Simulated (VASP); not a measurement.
Crystal: SiC (Moissanite 6H).

```xyz
12
Lattice="3.0742 0.0000 0.0000 -1.5371 2.6624 0.0000 0.0000 0.0000 15.0682" Properties=species:S:1:pos:R:3 pbc="T T T"
Si    1.5371    0.8875    6.9057
Si    0.0000    1.7749   14.4398
Si    1.5371    0.8875   11.9295
Si    0.0000    1.7749    4.3954
Si    0.0000    0.0000    9.4176
Si    0.0000    0.0000    1.8835
C     1.5371    0.8875    5.0222
C     0.0000    1.7749   12.5563
C     1.5371    0.8875   10.0460
C     0.0000    1.7749    2.5119
C     0.0000    0.0000    7.5341
C     0.0000    0.0000    0.0000
```

Base run:

```yaml
Program: VASP 6.6.1
Functional: PBEsol
Potentials_or_basis: VASP PAW PBE potentials, release 64 (Si, C)
Cutoff: 520 eV
k_mesh: 10 × 10 × 2
Occupations: fermi-dirac, width 0.05 eV
Spin: no spin polarisation
```

Its results: band gap on the k mesh 1.90 eV, indirect (least direct gap 3.01 eV); pressure 1.6 GPa; largest force 0.147 eV/Å.

Problem. The run is repeated on the same cell with these changes: functional from PBEsol to RPBE; dispersion from none to D3(BJ). What comes out?

Solution. Band gap on the k mesh 2.03 eV, indirect (least direct gap 3.12 eV); pressure -14.9 GPa; largest force 0.144 eV/Å.

Several settings changed at once, so the effect can't be laid on one alone.

Caveats: the PAW data sets were made with another functional, which shifts forces and pressure a little.

A k mesh can miss the band edges.
